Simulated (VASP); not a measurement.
# NaI (I4/mmm) in VASP: single point with HSE06

Aim: the single point of NaI with HSE06.

All numbers are computed with VASP 6.6.1; they aren't measurements. Logs are shortened: lines on timing, memory, paths and dates and some standing lists are left out, and cuts for length are marked.

## Step 1: The cell of the first run

It takes space group I4/mmm (No. 139, tetragonal). The conventional cell has a = 4.567 Å, b = 4.567 Å, c = 6.794 Å, α = 90.00°, β = 90.00°, γ = 90.00°. Na (site symmetry 4/mmm) has 6 I at 3.23 to 3.40 Å within 4.2 Å. Within 4.2 Å of I (site symmetry 4/mmm) lie 6 Na at 3.23 to 3.40 Å.

## Step 2: Single point, HSE06 (uniaxial x strain +5.2%)

File POSCAR:

```
NaI
1.0
    0.0000000000      3.2296282834      3.2296282834
    3.3972459913      0.0000000000      3.2296282834
    3.3972459913      3.2296282834      0.0000000000
Na I
1 1
Direct
    0.0000000000      0.0000000000      0.0000000000
    0.5000000000      0.5000000000      0.5000000000
```

File INCAR.step1:

```
SYSTEM = NaI
PREC     = Accurate       ! precision mode
ENCUT    = 520            ! plane-wave cutoff, eV
EDIFF    = 1E-5           ! SCF threshold, eV
ISMEAR   = 0              ! smearing method
SIGMA    = 0.01           ! smearing width, eV
LREAL    = .False.        ! projectors in reciprocal space
LASPH    = .True.         ! aspherical terms in the spheres
NELM     = 100            ! most SCF steps
ALGO     = Normal         ! electronic algorithm
ISIF     = 2              ! what is computed and relaxed
LWAVE    = .True.         ! write WAVECAR
GGA      = PE             ! functional
NBANDS   = 14             ! bands
```

File INCAR.step2:

```
SYSTEM = NaI
PREC     = Accurate       ! precision mode
ENCUT    = 520            ! plane-wave cutoff, eV
EDIFF    = 1E-6           ! SCF threshold, eV
ISMEAR   = 0              ! smearing method
SIGMA    = 0.01           ! smearing width, eV
LREAL    = .False.        ! projectors in reciprocal space
LASPH    = .True.         ! aspherical terms in the spheres
NELM     = 100            ! most SCF steps
ALGO     = Normal         ! electronic algorithm
ISIF     = 2              ! what is computed and relaxed
LWAVE    = .False.        ! write WAVECAR
LCHARG   = .True.         ! write CHGCAR
GGA      = PE             ! functional
LHFCALC  = .True.         ! exact exchange
HFSCREEN = 0.2079         ! screening, 1/A
PRECFOCK = Normal       
LELF     = .True.         ! ELF
LVHAR    = .True.       
ISTART   = 1            
NBANDS   = 14             ! bands
```

File KPOINTS:

```
Automatic mesh
0
Gamma
  6 6 6
  0 0 0
```

Potentials or basis: VASP PAW PBE potentials, release 64 (Na_pv, I).

Launch:

```
> cat potpaw_PBE.64/Na_pv/POTCAR potpaw_PBE.64/I/POTCAR > POTCAR
> cp INCAR.step1 INCAR
> mpirun -np 1 vasp_std > vasp.out
> cp INCAR.step2 INCAR
> mpirun -np 1 vasp_std > vasp.out
```

OUTCAR:

```text
SYSTEM = NaI
   PREC = Accurate
   ENCUT = 520
   EDIFF = 1E-6
   ISMEAR = 0
   LREAL = .False.
   LASPH = .True.
   NELM = 100
   ISIF = 2
   GGA = PE
   LHFCALC = .True.
   HFSCREEN = 0.2079
   PRECFOCK = Normal
   ISTART = 1

 ion  position               nearest neighbor table
   1  0.000  0.000  0.000-
   2  0.500  0.500  0.500-

  LATTYP: Found a body centered tetragonal cell.
 ALAT       =     4.5673841198
 C/A-ratio  =     1.4876112463

  Lattice vectors:

 A1 = (   3.3972459913,   0.0000000000,   3.2296282834)
 A2 = (   3.3972459913,   0.0000000000,  -3.2296282834)
 A3 = (  -3.3972459913,   3.2296282834,   0.0000000000)

Analysis of symmetry for initial positions (statically):
=====================================================================
 Subroutine PRICEL returns:
 Original cell was already a primitive cell.

 Routine SETGRP: Setting up the symmetry group for a
 body centered tetragonal supercell.

 Subroutine GETGRP returns: Found 16 space group operations
 (whereof 16 operations were pure point group operations)
 out of a pool of 16 trial point group operations.

The static configuration has the point symmetry D_4h.

Analysis of symmetry for dynamics (positions and initial velocities):
=====================================================================
 Subroutine PRICEL returns:
 Original cell was already a primitive cell.

 Routine SETGRP: Setting up the symmetry group for a
 body centered tetragonal supercell.

 Subroutine GETGRP returns: Found 16 space group operations
 (whereof 16 operations were pure point group operations)
 out of a pool of 16 trial point group operations.

The dynamic configuration has the point symmetry D_4h.

 Subroutine INISYM returns: Found 16 space group operations
 (whereof 16 operations are pure point group operations),
 and found     1 'primitive' translations

----------------------------------------------------------------------------------------

                                     Primitive cell

  volume of cell :      70.8699

  direct lattice vectors                    reciprocal lattice vectors
     0.000000000  3.229628283  3.229628283    -0.147178038  0.154816578  0.154816578
     3.397245991  0.000000000  3.229628283     0.147178038 -0.154816578  0.154816578
     3.397245991  3.229628283  0.000000000     0.147178038  0.154816578 -0.154816578

  length of vectors
     4.567384120  4.687406444  4.687406444     0.263813799  0.263813799  0.263813799

  position of ions in fractional coordinates (direct lattice)
     0.000000000  0.000000000  0.000000000
     0.500000000  0.500000000  0.500000000

  ion indices of the primitive-cell ions
   primitive index   ion index
                 1           1
                 2           2

----------------------------------------------------------------------------------------

 KPOINTS: Automatic mesh

Automatic generation of k-mesh.
 Grid dimensions read from file:
 generate k-points for:    6    6    6

 Generating k-lattice:

  Cartesian coordinates                     Fractional coordinates (reciprocal lattice)
    -0.024529673  0.025802763  0.025802763     0.166666667  0.000000000  0.000000000
     0.024529673 -0.025802763  0.025802763     0.000000000  0.166666667  0.000000000
     0.024529673  0.025802763 -0.025802763     0.000000000  0.000000000  0.166666667

  Length of vectors
     0.043968967  0.043968967  0.043968967

  Shift w.r.t. Gamma in fractional coordinates (k-lattice)
     0.000000000  0.000000000  0.000000000

 Subroutine IBZKPT returns following result:
 ===========================================

 Found     30 irreducible k-points:

 Following reciprocal coordinates:
            Coordinates               Weight
  0.000000  0.000000  0.000000      1.000000
  0.166667 -0.000000 -0.000000      8.000000
  0.333333 -0.000000 -0.000000      8.000000
  0.500000  0.000000  0.000000      4.000000
  0.166667  0.166667  0.000000      4.000000
  0.333333  0.166667 -0.000000     16.000000
[... 16 lines left out ...]
 -0.333333  0.500000  0.166667      4.000000
  0.333333 -0.333333  0.166667      8.000000
 [... further k-points ...]
   k-points           NKPTS =     30   k-points in BZ     NKDIM =    216   number of bands    NBANDS=     14
   number of dos      NEDOS =    301   number of ions     NIONS =      2
   total plane-waves  NPLWV =  46656
   dimension x,y,z NGX =    36 NGY =   36 NGZ =   36
   dimension x,y,z NGXF=    72 NGYF=   72 NGZF=   72
   ions per type =               1   1
   NGX,Y,Z   is equivalent  to a cutoff of  13.10, 12.77, 12.77 a.u.
   NGXF,Y,Z  is equivalent  to a cutoff of  26.21, 25.54, 25.54 a.u.
 SYSTEM =  NaI
   PREC   = accura    normal or accurate (medium, high low for compatibility)
   ISTART =      1    job   : 0-new  1-cont  2-samecut
   ICHARG =      0    charge: 1-file 2-atom 10-const
   ISPIN  =      1    spin polarized calculation?
   LNONCOLLINEAR =      F non collinear calculations
   LSORBIT =      F    spin-orbit coupling
   LASPH  =      T    aspherical Exc in radial PAW
   ENCUT  =  520.0 eV  38.22 Ry    6.18 a.u.   8.49  8.72  8.72*2*pi/ulx,y,z
   NELM   =    100;   NELMIN=  2; NELMDL=  0     # of ELM steps
   EDIFF  = 0.1E-05   stopping-criterion for ELM
   LREAL  =      F    real-space projection
   EDIFFG = 0.1E-04   stopping-criterion for IOM
   NSW    =      0    number of steps for IOM
   IBRION =     -1    ionic relax: 0-MD 1-quasi-New 2-CG
   NFREE  =      0    steps in history (QN), initial steepest desc. (CG)
   ISIF   =      2    stress and relaxation
   ISYM   =      3    0-nonsym 1-usesym 2-fastsym
   POTIM  = 0.5000    time-step for ionic-motion
   TEBEG  =    0.0;   TEEND  =   0.0 temperature during run
   PSTRESS=    0.0 pullay stress
   NELECT =      14.0000    total number of electrons
   NUPDOWN=      -1.0000    fix difference up-down
   EMIN   =  10.00;   EMAX   =-10.00  energy-range for DOS
   EFERMI =   0.00;   METHOD = LEGACY
   ISMEAR =     0;   SIGMA  =   0.01  broadening in eV -4-tet -1-fermi 0-gaus
   EFERMI_NEDOS =   21; number of points for ismear=-14 and -15
   IALGO  =     38    algorithm
   IMIX   =      1    mixing-type and parameters
     AMIX     =   0.40;   BMIX     =  1.00
     AMIX_MAG =   1.60;   BMIX_MAG =  1.00
  volume/ion in A,a.u.               =      35.43       239.13
  Fermi-wavevector in a.u.,A,eV,Ry     =   0.953448  1.801755 12.368543  0.909062
  Thomas-Fermi vector in A             =   2.082103
   LORBIT       =      0    0 simple, 1 ext, 2 COOP (PROOUT), +10 PAW based schemes
   GGA     = PE    functional components
   LHFCALC =     T    Hartree Fock is set to
   PRECFOCK=normal    Normal, Fast or Accurate (Low or Medium for compatibility)
   ENCUT4O =  -1.0   cutoff for four orbital integrals eV
   NKREDX  =     1    reduce k-point grid by
   NKREDY  =     1    reduce k-point grid by
   NKREDZ  =     1    reduce k-point grid by
   AEXX    =    0.2500 exact exchange contribution
   HFSCREEN=    0.2079 screening length (either q_TF or 0.3 A-1)
   HFSCREENC=   0.2079 screening length for correlation (either q_TF or 0.3 A-1)
   ENCUTFOCK=  -1.0 apply spherical cutoff to Coloumb kernel
   IVDW    =     0    specifies the selected vdW correction
   LEPSILON=     F    determine dielectric tensor
   LRPA    =     F    only Hartree local field effects (RPA)
 non-spin polarized calculation
 Gauss-broadening in eV      SIGMA  =   0.01
  energy-cutoff  :      520.00
  volume of cell :       70.87
 maximum number of plane-waves:      1932
 NGX is ok and might be reduce to    36
  NGX = 28; NGY = 28; NGZ = 28

 number of electron      13.9999995 magnetization

 Free energy of the ion-electron system (eV)
  ---------------------------------------------------
  ext. energy  EPLUGINS =         0.00000000
  ---------------------------------------------------
  free energy    TOTEN  =        -6.24977118 eV

  energy without entropy =       -6.24977118  energy(sigma->0) =       -6.24977118

 E-fermi :  -0.0322     XC(G=0):  -6.3157

 val. band max:       -0.1728961692   @ k =   0.0000   0.0000   0.0000
 cond. band min:       4.3298624825   @ k =   0.0000   0.0000   0.0000
 fundamental gap:      4.5027586517
 Fermi energy:        -0.0322303203

 k-point     1 :       0.0000    0.0000    0.0000
  band No.  band energies     occupation
      1     -25.0522      2.00000
      2     -25.0482      2.00000
      3     -25.0482      2.00000
      4     -12.0531      2.00000
      5      -0.2261      2.00000
      6      -0.2261      2.00000
      7      -0.1729      2.00000
      8       4.3299      0.00000
      9       8.5873      0.00000
     10       8.9159      0.00000
     11       8.9159      0.00000
     12      10.3577      0.00000
     13      10.9478      0.00000
     14      11.2869      0.00000

 k-point     2 :       0.1667   -0.0000   -0.0000
  band No.  band energies     occupation
      1     -25.0526      2.00000
      2     -25.0490      2.00000
      3     -25.0482      2.00000
      4     -11.9793      2.00000
      5      -0.9097      2.00000
      6      -0.2821      2.00000
      7      -0.2782      2.00000
      8       5.1212      0.00000
      9       8.2719      0.00000
     10       8.8253      0.00000
     11       9.1430      0.00000
     12       9.9767      0.00000
     13      10.2947      0.00000
     14      11.7043      0.00000

 k-point     3 :       0.3333   -0.0000   -0.0000
  band No.  band energies     occupation
      1     -25.0536      2.00000
      2     -25.0502      2.00000
      3     -25.0481      2.00000
      4     -11.8233      2.00000
      5      -1.9436      2.00000
      6      -0.4479      2.00000
      7      -0.3886      2.00000
      8       5.8332      0.00000
      9       8.3347      0.00000
     10       8.7602      0.00000
     11       8.7610      0.00000
     12      10.9924      0.00000
     13      11.1731      0.00000
     14      11.2588      0.00000
[... 324 lines left out ...]
 k-point    23 :      -0.3333    0.5000    0.1667
  band No.  band energies     occupation
      1     -25.0538      2.00000
      2     -25.0510      2.00000
      3     -25.0499      2.00000
      4     -11.6503      2.00000
      5      -1.8497      2.00000
      6      -1.2501      2.00000
      7      -1.1714      2.00000
      8       6.1590      0.00000
      9       7.2582      0.00000
     10       9.4975      0.00000
     11       9.6854      0.00000
     12      12.0718      0.00000
     13      13.2294      0.00000
     14      13.4226      0.00000

 k-point    24 :       0.3333   -0.3333    0.1667
  band No.  band energies     occupation
      1     -25.0536      2.00000
      2     -25.0507      2.00000
      3     -25.0501      2.00000
      4     -11.6653      2.00000
      5      -1.9163      2.00000
      6      -1.3961      2.00000
      7      -0.7980      2.00000
      8       6.7007      0.00000
      9       7.2949      0.00000
     10       8.5621      0.00000
     11       9.3099      0.00000
     12      11.2477      0.00000
     13      12.7134      0.00000
     14      14.1775      0.00000

 [... further k-points ...]
[... 5 lines left out ...]
  --------------------------------------------------------------------------------------
  -------------------------------------------------------------------------------------
  Total       -0.4477535     -0.0715553     -0.0715553      0.0000000      0.0000000      0.0000000
  in kB      -10.1224935     -1.6176710     -1.6176710      0.0000000      0.0000000      0.0000000
  external PRESSURE =      -4.4526119 kB  Pullay stress =       0.0000000 kB

 VOLUME and BASIS-vectors are now :
 -----------------------------------------------------------------------------
  energy-cutoff  :      520.00
  volume of cell :       70.87
      direct lattice vectors                 reciprocal lattice vectors
     0.000000000  3.229628283  3.229628283    -0.147178038  0.154816578  0.154816578
     3.397245991  0.000000000  3.229628283     0.147178038 -0.154816578  0.154816578
     3.397245991  3.229628283  0.000000000     0.147178038  0.154816578 -0.154816578

 POSITION                                       TOTAL-FORCE (eV/Angst)
 -----------------------------------------------------------------------------------
      0.00000      0.00000      0.00000        -0.000000      0.000000      0.000000
      3.39725      3.22963      3.22963         0.000000      0.000000      0.000000
 -----------------------------------------------------------------------------------
    total drift:                                0.000003     -0.000000     -0.000000

  FREE ENERGIE OF THE ION-ELECTRON SYSTEM (eV)
  ---------------------------------------------------
  free  energy   TOTEN  =        -6.2497711755 eV

  energy  without entropy=       -6.2497711755  energy(sigma->0) =       -6.24977118
```

Wall time 33 min (1 thread of Intel Xeon 6975P-C (Granite Rapids), shared host); peak memory 0.35 GiB.

What came out:

```yaml
Free_energy: -6.2498 eV
Pressure: -0.4 GPa
Band_gap_on_the_k_mesh: 4.50 eV, direct
```

Caveat: the cell differs from its parent crystal (uniaxial x strain +5.2%); the PAW data sets were made with another functional, which shifts forces and pressure a little; spin-orbit coupling is left out, which moves the levels of the heavy elements.
